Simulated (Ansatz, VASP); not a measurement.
**CeO2 in VASP and in Ansatz**

```xyz
3
Lattice="0.0000 2.7321 2.7321 2.7321 0.0000 2.7321 2.7321 2.7321 0.0000" Properties=species:S:1:pos:R:3 pbc="T T T"
Ce    0.0000    0.0000    0.0000
O     1.3661    1.3661    1.3661
O     4.0982    4.0982    4.0982
```

Alike in both runs: task single point; functional PBE; k mesh 12 × 12 × 12; occupations gaussian, width 0.05 eV; no spin polarisation.

|  | VASP | Ansatz |
| --- | --- | --- |
| version | VASP 6.6.1 | Ansatz 0.2.0 |
| potentials or method | VASP PAW PBE potentials, release 64 (Ce, O), cutoff 520 eV | scalar-relativistic, plane waves, PAW |
| valence electrons in the cell | 24 | 24 |

Ansatz gave:

| Quantity | Value |
| --- | --- |
| gap on the k mesh at the Fermi level (eV) | 1.90 |
| least direct gap on the mesh (eV) | 2.00 |
| pressure (GPa) | 0.0 |

Q: What did VASP give for the same quantities?

A: gap on the k mesh at the Fermi level (eV): 1.87; least direct gap on the mesh (eV): 1.97; pressure (GPa): 0.0.

Neither program's run includes spin-orbit coupling.
